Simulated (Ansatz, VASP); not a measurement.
# Cs2AgBiBr6 in VASP and in Ansatz

INCAR

```
PREC = Accurate
ENCUT = 520
EDIFF = 1E-6
ISMEAR = 0
SIGMA = 0.01
LREAL = F
LASPH = T
NELM = 100
ALGO = Normal
ISIF = 2
LWAVE = F
LCHARG = F
GGA = PE
NBANDS = 54
```

File KPOINTS:

```
regular mesh
0
Gamma
  4 4 4
```

POSCAR

```
Cs2AgBiBr6
1.0
    0.0000000000      5.6247936509      5.6247936509
    5.6247936509      0.0000000000      5.6247936509
    5.6247936509      5.6247936509      0.0000000000
Cs Ag Bi Br
2 1 1 6
Direct
    0.2500000000      0.2500000000      0.2500000000
    0.7500000000      0.7500000000      0.7500000000
    0.5000000000      0.5000000000      0.5000000000
    0.0000000000      0.0000000000      0.0000000000
    0.2513065120      0.7486934880      0.2513065120
    0.2513065120      0.7486934880      0.7486934880
    0.7486934880      0.2513065120      0.7486934880
    0.7486934880      0.2513065120      0.2513065120
    0.2513065120      0.2513065120      0.7486934880
    0.7486934880      0.7486934880      0.2513065120
```

Input for Ansatz:

```yaml
crystal:
  lattice:
    - [0.0, 5.6247936509, 5.6247936509]
    - [5.6247936509, 0.0, 5.6247936509]
    - [5.6247936509, 5.6247936509, 0.0]
  atoms:
    - { symbol: Cs, position: [0.25, 0.25, 0.25] }
    - { symbol: Cs, position: [0.75, 0.75, 0.75] }
    - { symbol: Ag, position: [0.5, 0.5, 0.5] }
    - { symbol: Bi, position: [0.0, 0.0, 0.0] }
    - { symbol: Br, position: [0.251306512, 0.748693488, 0.251306512] }
    - { symbol: Br, position: [0.251306512, 0.748693488, 0.748693488] }
    - { symbol: Br, position: [0.748693488, 0.251306512, 0.748693488] }
    - { symbol: Br, position: [0.748693488, 0.251306512, 0.251306512] }
    - { symbol: Br, position: [0.251306512, 0.251306512, 0.748693488] }
    - { symbol: Br, position: [0.748693488, 0.748693488, 0.251306512] }
kpoints:
  mp_grid: { grid: [4, 4, 4] }
hamiltonian:
  xc: pbe
scf:
  occupations: { method: fixed }
  n_extra_bands: 6
output:
  forces: true
  stress: true
  eigenvalues: true
```

Alike in both runs: task single point; functional PBE; k mesh 4 × 4 × 4; no spin polarisation.

|  | VASP | Ansatz |
| --- | --- | --- |
| version | VASP 6.6.1 | Ansatz 0.2.0 |
| potentials or method | VASP PAW PBE potentials, release 64 (Cs_sv, Ag, Bi_d, Br) | plane waves, PAW |
| plane-wave cutoff (eV) | 520 | 420 |
| occupations | gaussian, width 0.01 eV | fixed |
| valence electrons in the cell | 86 | 94 |

|  | VASP | Ansatz | Ansatz less VASP |
| --- | --- | --- | --- |
| gap on the k mesh at the Fermi level (eV) | 1.26 | 1.26 | -0.005 |
| pressure (GPa) | 1.6 | 1.6 | 0.00 |
| rms of the force components (eV/Å) | 0.087 | 0.086 | -0.0016 |

Atom by atom the forces differ by 0.002 eV/Å (rms over components). VASP's potentials hold 86 valence electrons a cell and Ansatz's 94, so a difference there can come from the potentials and not from the codes.

Spin-orbit coupling is off throughout.
